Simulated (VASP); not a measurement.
Set up this calculation in VASP 6.6.1, as the native input.

```
Task                   : relaxation of cell and atoms
Functional             : PBE
Potentials or basis    : VASP PAW PBE potentials, release 64 (Ta_pv, Br)
Cutoff                 : 600 eV
k mesh                 : 16 × 16 × 16
Occupations            : gaussian, width 0.1 eV
Spin                   : no spin polarisation
Dipole correction      : no
Further INCAR settings : ALGO = Normal; EDIFF = 1e-07; IBRION = 2; EDIFFG = -0.01; NSW = 100; ISIF = 3
```

The structure of TaBr lies in POSCAR:

```
TaBr
1.0
    0.0000000000      2.9113910456      2.9113910456
    2.9113910456      0.0000000000      2.9113910456
    2.9113910456      2.9113910456      0.0000000000
Ta Br
1 1
Direct
    0.0000000000      0.0000000000      0.0000000000
    0.2500000000      0.2500000000      0.2500000000
```

One way to write it, as run:

INCAR

```
SYSTEM = TaBr
PREC     = Accurate       ! precision mode
ENCUT    = 600            ! plane-wave cutoff, eV
EDIFF    = 1E-7           ! SCF threshold, eV
ISMEAR   = 0              ! smearing method
SIGMA    = 0.1            ! smearing width, eV
LREAL    = .False.        ! projectors in reciprocal space
LASPH    = .True.         ! aspherical terms in the spheres
NELM     = 60             ! most SCF steps
ALGO     = Normal         ! electronic algorithm
ISIF     = 3              ! what is computed and relaxed
LWAVE    = .False.        ! write WAVECAR
LCHARG   = .False.        ! write CHGCAR
GGA      = PE             ! functional
IBRION   = 2              ! ionic algorithm
NSW      = 100            ! ionic steps
EDIFFG   = -0.01          ! ionic threshold
```

KPOINTS

```
regular mesh
0
Gamma
  16 16 16
  0 0 0
```

Potentials or basis: VASP PAW PBE potentials, release 64 (Ta_pv, Br).

Launch:

```sh
$ cat potpaw_PBE.64/Ta_pv/POTCAR potpaw_PBE.64/Br/POTCAR > POTCAR
$ mpirun -np 1 vasp_std > vasp.out
```

It gave:

| Property | Result |
| --- | --- |
| Relaxed volume | 24.71 Å³/atom |
| Relaxed cell | a = 4.119 Å, b = 4.119 Å, c = 4.119 Å, α = 60.00°, β = 60.00°, γ = 60.00° |
| Space group after relaxing (to 0.05 Å) | F-43m (No. 216) |
| Energy gained by relaxing | 0.0 meV/atom |
| Ionic steps | 3 |
| Pressure after relaxing | 0.0 GPa |
| Band gap on the k mesh | zero (band 9 reaches 5.31 eV, above the bottom of band 10 at 4.46 eV) |

Caveat: spin-orbit coupling is left out, which moves the levels of the heavy elements.

Run time: 4.8 min on 1 thread of Intel Xeon 6975P-C (shared host), peak memory 0.31 GiB.
